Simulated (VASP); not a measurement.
**TiO: single point with r2SCAN**

The system is TiO.

```
Ti O
1.0
     2.85161    0.00000    0.00000
    -1.42580    2.46956    0.00000
     0.00000    0.00000    5.56750
Ti O
2 2
Direct
  0.33333 0.66667 0.25000
  0.66667 0.33333 0.75000
  0.00000 0.00000 0.00000
  0.00000 0.00000 0.50000
```

```json
{
 "Program": "VASP 6.6.1",
 "Task": "single point",
 "Functional": "r2SCAN",
 "Potentials or basis": "VASP PAW PBE potentials, release 64 (Ti_sv, O)",
 "Cutoff": "520 eV",
 "k mesh": "18 × 18 × 8",
 "Occupations": "fermi-dirac, width 0.02 eV",
 "Spin": "no spin polarisation"
}
```

```
Pressure               : -3.6 GPa
Band gap on the k mesh : zero (bands 18 and 19 overlap by 0.04 eV)
```

Stress tensor (GPa, compression positive):
```
-4.20  0.00  0.00
 0.00 -4.20  0.00
 0.00  0.00 -2.45
```

Levels at points of the mesh, in eV from the Fermi level:
```
           k point  band 15  band 16  band 17  band 18  band 19  band 20  band 21  band 22
(0.00, 0.00, 0.00)    -5.61    -5.57    -2.06    -0.06    -0.06     0.02     1.19     1.19
(0.50, 0.00, 0.00)    -6.11    -5.79    -2.75    -0.06     1.07     1.80     2.12     2.44
(0.00, 0.00, 0.50)    -5.89    -5.89    -0.61    -0.61     0.81     0.81     0.81     0.81
(0.50, 0.00, 0.50)    -6.41    -6.41    -1.37    -1.37     2.18     2.18     2.39     2.39
```

Run time: 7.3 min on 1 thread of Intel(R) Xeon(R) Platinum 8488C (Sapphire Rapids), with other jobs on the host, peak memory 0.28 GiB.

Caveat: the cell stands under tension; the PAW data sets were made with another functional, which shifts forces and pressure a little; semilocal functionals often make such compounds metallic where correlation or magnetic order opens a gap, which also shifts bond lengths.
